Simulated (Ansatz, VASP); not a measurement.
# One calculation of P, two programs

The input INCAR:

```
SYSTEM = P
PREC = Accurate ; ENCUT = 600
EDIFF = 1E-7 ; ISMEAR = -1
SIGMA = 0.1 ; LREAL = .FALSE.
LASPH = .TRUE. ; NELM = 100
ALGO = Normal ; ISIF = 3
LWAVE = .FALSE. ; LCHARG = .FALSE.
GGA = PE ; IBRION = 2
NSW = 80 ; EDIFFG = -0.01
```

KPOINTS

```
regular mesh
0
G
  13 13 4
  0 0 0
```

POSCAR

```
P
1.0
    2.7818573800      0.0000000000      0.0000000000
   -1.3909286900      2.4091591608      0.0000000000
    0.0000000000      0.0000000000      9.0855462031
P
4
Direct
    0.0000000000      0.0000000000      0.0000000000
    0.0000000000      0.0000000000      0.5000000000
    0.3333333333      0.6666666667      0.2500000000
    0.6666666667      0.3333333333      0.7500000000
```

Input for Ansatz:

```yaml
crystal:
  lattice:
    - [2.78185738, 0.0, 0.0]
    - [-1.39092869, 2.4091591608, 0.0]
    - [0.0, 0.0, 9.0855462031]
  atoms:
    - { symbol: P, position: [0.0, 0.0, 0.0] }
    - { symbol: P, position: [0.0, 0.0, 0.5] }
    - { symbol: P, position: [0.3333333333, 0.6666666667, 0.25] }
    - { symbol: P, position: [0.6666666667, 0.3333333333, 0.75] }
hamiltonian:
  xc: pbe
  pseudopotentials:
    kind: paw
    azcp:
      P: "pseudopotentials/P.paw.azcp"
basis:
  ecutwfc: 420
  fft_grid_basis: typed
kpoints:
  mp_grid: { grid: [13, 13, 4], shift: [0, 0, 0] }
magnetization:
  spin_polarized: false
scf:
  occupations: { method: fermi_dirac, width: 0.1 }
relax:
  max_steps: 60
  f_tol: 0.01
  cell: {}
```

Alike in both runs: task relaxation of cell and atoms; functional PBE; k mesh 13 × 13 × 4; occupations fermi-dirac, width 0.1 eV; no spin polarisation.

|  | VASP | Ansatz |
| --- | --- | --- |
| version | VASP 6.6.1 | Ansatz 0.2.0 |
| potentials or method | VASP PAW PBE potentials, release 64 (P), cutoff 600 eV | plane waves (420 eV) with PAW, scalar-relativistic |
| valence electrons in the cell | 20 | 20 |

```csv
,VASP,Ansatz,Ansatz less VASP
relaxed volume (Å³/atom),14.71,14.72,+0.009
relaxed cell length with the largest relative difference (Å),2.630,2.631,+0.0010
```

Noted on VASP's run: too few bands were computed for a metal, which touches its energy and stress.
